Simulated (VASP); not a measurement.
Write the native input for VASP 6.6.1 that does the following.

```
Task                   : single point
Functional             : LDA
Potentials or basis    : VASP PAW LDA potentials, release 64 (Hf_pv)
Cutoff                 : 520 eV
k mesh                 : 15 × 15 × 1
Occupations            : fermi-dirac, width 0.1 eV
Spin                   : no spin polarisation
Dipole correction      : no
Further INCAR settings : ALGO = Normal; EDIFF = 1e-06; NBANDS = 28
```

The structure of Hf lies in POSCAR:

```
Hf
1.0
    3.1173710845      0.0000000000      0.0000000000
   -1.5586855422      2.6997225522      0.0000000000
    0.0000000000      0.0000000000     23.4244000000
Hf
4
Direct
    0.8333333333      0.1666666667      0.3458000782
    0.1666666667      0.8333333333      0.4447828621
    0.8333333333      0.1666666667      0.5552171380
    0.1666666667      0.8333333333      0.6541999217
```

The input as run:

INCAR

```
SYSTEM = Hf
  ALGO = Normal
  EDIFF = 1E-6
  ENCUT = 520
  ISIF = 2
  ISMEAR = -1
  LASPH = .TRUE.
  LCHARG = .FALSE.
  LREAL = .FALSE.
  LWAVE = .FALSE.
  NBANDS = 28
  NELM = 60
  PREC = Accurate
  SIGMA = 0.1
```

KPOINTS

```
k-points
0
G
  15 15 1
  0 0 0
```

Potentials or basis: VASP PAW LDA potentials, release 64 (Hf_pv).

Run with:

```bash
$ cat potpaw_LDA.64/Hf_pv/POTCAR > POTCAR
$ mpirun -np 1 vasp_std > vasp.out
```

It gave:

```yaml
Largest_force: 0.020 eV/Å
Band_gap_on_the_k_mesh: zero (bands 20 and 21 overlap by 1.69 eV)
```

Caveat: spin-orbit coupling is left out, which moves the levels of the heavy elements.

Wall time 4.8 min on 1 thread of Intel(R) Xeon(R) Platinum 8488C (Sapphire Rapids), on a shared host, peak memory 0.31 GiB.
